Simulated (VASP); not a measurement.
CdS (Hawleyite):

```
Cd S
1.0
     2.91650    2.91650    0.00000
    -2.91650    2.91650    0.00000
     0.00000    2.91650    2.91650
Cd S
1 1
Cartesian
  0.0000 0.0000 0.0000
  1.4583 4.3748 1.4583
```

- Program: VASP 6.6.1
- Task: relaxation of cell and atoms
- Functional: r2SCAN
- Potentials or basis: VASP PAW PBE potentials, release 64 (Cd, S)
- Cutoff: 600 eV
- k mesh: 12 × 12 × 12
- Occupations: fermi-dirac, width 0.08 eV
- Spin: no spin polarisation

At the start: pressure 1.8 GPa; volume 24.81 Å³/atom.

Problem. How do energy, volume and symmetry change on relaxing?

Solution. Over 3 steps the energy falls by 3.7 meV/atom and the volume is 25.49 Å³/atom (+2.8 %); space group F-43m (No. 216, to 0.05 Å).

Step by step:
```
step  energy change (eV)  largest force (eV/Å)  pressure (GPa)  volume (Å³)
   1              0.0000                0.0000            1.76        49.62
   2             -0.0060                0.0000           -0.70        51.60
   3             -0.0073                0.0000            0.00        50.99
```

Final structure:
```xyz
2
Lattice="2.9431 2.9431 0.0000 -2.9431 2.9431 0.0000 0.0000 2.9431 2.9431" Properties=species:S:1:pos:R:3 pbc="T T T"
Cd    0.0000    0.0000    0.0000
S     1.4716    4.4147    1.4716
```

Caveat: the PAW data sets were made with another functional, which shifts forces and pressure a little.
